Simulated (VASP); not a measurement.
**HfN: single point with PBE**

The system is HfN.

```
CELL_PARAMETERS angstrom
0.00000 2.38000 2.27381
2.27381 0.00000 2.27381
2.27381 2.38000 0.00000
ATOMIC_POSITIONS crystal
Hf 0.00067 0.99933 0.00067
N 0.49147 0.50853 0.49147
```

This cell differs from its parent crystal: mode 5 frozen in at -0.039 Å, normal strain along y +0.0467.

* Program: VASP 6.6.1
* Task: single point
* Functional: PBE
* Potentials or basis: VASP PAW PBE potentials, release 64 (Hf_pv, N)
* Cutoff: 520 eV
* k mesh: 16 × 16 × 16
* Occupations: gaussian, width 0.15 eV
* Spin: no spin polarisation
* Dipole correction: no
* Further INCAR settings: ALGO = Normal; EDIFF = 1e-07; NBANDS = 14

```json
{
 "Pressure": "-11.8 GPa",
 "Largest force": "0.259 eV/Å"
}
```

Forces on the atoms (eV/Å):
```
Hf   0.000 -0.259  0.000
N    0.000  0.259  0.000
```

Stress tensor (GPa, compression positive):
```
 -6.79   0.00   0.00
  0.00 -21.79   0.00
  0.00   0.00  -6.79
```

Levels at points of the mesh, in eV from the Fermi level:
```
           k point  band 5  band 6  band 7  band 8  band 9  band 10  band 11  band 12
(0.00, 0.00, 0.00)   -3.10   -2.93   -2.93   -0.64   -0.13    -0.13     0.59     2.12
(0.50, 0.00, 0.00)   -8.53   -5.91   -5.88    2.97    3.25     3.52     4.07     7.45
(0.50, 0.50, 0.00)   -5.27   -3.90   -3.79   -3.31    3.51     4.69     5.09     5.33
(0.50, 0.00, 0.50)   -5.67   -3.53   -3.53   -3.47    3.75     4.86     4.99     4.99
```

Wall time 50 s on 1 thread of Intel Xeon 6975P-C, with other jobs on the host, peak memory 0.24 GiB.

Caveat: the cell differs from its parent crystal (mode 5 frozen in at -0.039 Å, normal strain along y +0.0467); spin-orbit coupling is left out, which moves the levels of the heavy elements.
